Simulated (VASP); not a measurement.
Input of a VASP 6.6.1 run:

INCAR

```
ALGO = Normal
EDIFF = 1E-6
ENCUT = 520
GGA = PS
ISIF = 2
ISMEAR = -1
LASPH = T
LCHARG = T
LELF = T
LREAL = F
LVHAR = T
LWAVE = F
NBANDS = 16
NELM = 100
PREC = Accurate
SIGMA = 0.05
```

Contents of KPOINTS:

```
k-points
0
Gamma
  9 9 12
```

File POSCAR:

```
Al2Cu
1.0
    4.1006724184      0.0000000000      0.0000000000
    0.0000000000      4.1006724184      0.0000000000
    0.0000000000      0.0000000000      2.8266427415
Al Cu
2 1
Direct
    0.5000000000      0.0000000000      0.5000000000
    0.0000000000      0.5000000000      0.5000000000
    0.0000000000      0.0000000000      0.0000000000
```

Potentials or basis: VASP PAW PBE potentials, release 64 (Al, Cu).

Launch:

```console
$ cat potpaw_PBE.64/Al/POTCAR potpaw_PBE.64/Cu/POTCAR > POTCAR
$ mpirun -np 1 vasp_std > vasp.out
```

Problem. What does it give for the pressure?

Solution. 0.2 GPa.

Problem. Estimate the band gap on the k mesh.

Solution. Zero (an odd number of electrons rules out a gap without spin polarisation).

Caveat: the PAW data sets were made with another functional, which shifts forces and pressure a little.
